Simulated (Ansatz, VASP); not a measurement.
# One calculation of As, two programs

POSCAR

```
As
1.0
    2.6338857437      0.0000000000      0.0000000000
    0.0000000000      2.6338857437      0.0000000000
    0.0000000000      0.0000000000      2.6338857437
As
1
Direct
    0.0000000000      0.0000000000      0.0000000000
```

INCAR.step1

```
PREC = Accurate
ENCUT = 520
ISMEAR = -1
SIGMA = 0.1
LREAL = F
LASPH = T
NELM = 80
NBANDS = 8
GGA = PE
ALGO = Normal
EDIFF = 1E-4
LWAVE = T
LCHARG = F
```

File INCAR.step2:

```
PREC = Accurate
ENCUT = 520
EDIFF = 1E-7
ISMEAR = -1
SIGMA = 0.1
LREAL = F
LASPH = T
NELM = 80
ALGO = Normal
ISIF = 2
LWAVE = F
LCHARG = F
METAGGA = R2SCAN
LMIXTAU = T
NBANDS = 8
ISTART = 1
```

Contents of KPOINTS:

```
regular mesh
0
Gamma
  13 13 13
```

Input for Ansatz:

```yaml
crystal:
  lattice:
    - [2.6338857437, 0.0, 0.0]
    - [0.0, 2.6338857437, 0.0]
    - [0.0, 0.0, 2.6338857437]
  atoms:
    - { symbol: As, position: [0.0, 0.0, 0.0] }
hamiltonian:
  xc: r2scan
  pseudopotentials:
    kind: paw
    azcp:
      As: "pseudopotentials/As.paw.azcp"
basis:
  ecutwfc: 500
  fft_grid_basis: typed
kpoints:
  mp_grid: { grid: [13, 13, 13], shift: [0, 0, 0] }
magnetization:
  spin_polarized: false
scf:
  occupations: { method: fermi_dirac, width: 0.1 }
  lower_state_search: "off"
output:
  stress: true
  write_density: true
  write_potential: true
  elf: true
  volumetric_format: npy
```

Alike in both runs: task single point; functional r2SCAN; k mesh 13 × 13 × 13; occupations fermi-dirac, width 0.1 eV; no spin polarisation.

|  | VASP | Ansatz |
| --- | --- | --- |
| version | VASP 6.6.1 | Ansatz 0.2.0 |
| potentials or method | VASP PAW PBE potentials, release 64 (As), cutoff 520 eV | plane waves (500 eV) with PAW, scalar-relativistic |
| valence electrons in the cell | 5 | 15 |

|  | VASP | Ansatz | Ansatz less VASP |
| --- | --- | --- | --- |
| pressure (GPa) | 8.8 | 8.8 | -0.06 |

VASP's potentials were made for PBE, not for r2SCAN. The functional is the same, so the differences come from potentials, cutoffs and numerics. VASP's potentials hold 5 valence electrons a cell and Ansatz's 15, so a difference there can come from the potentials and not from the codes.
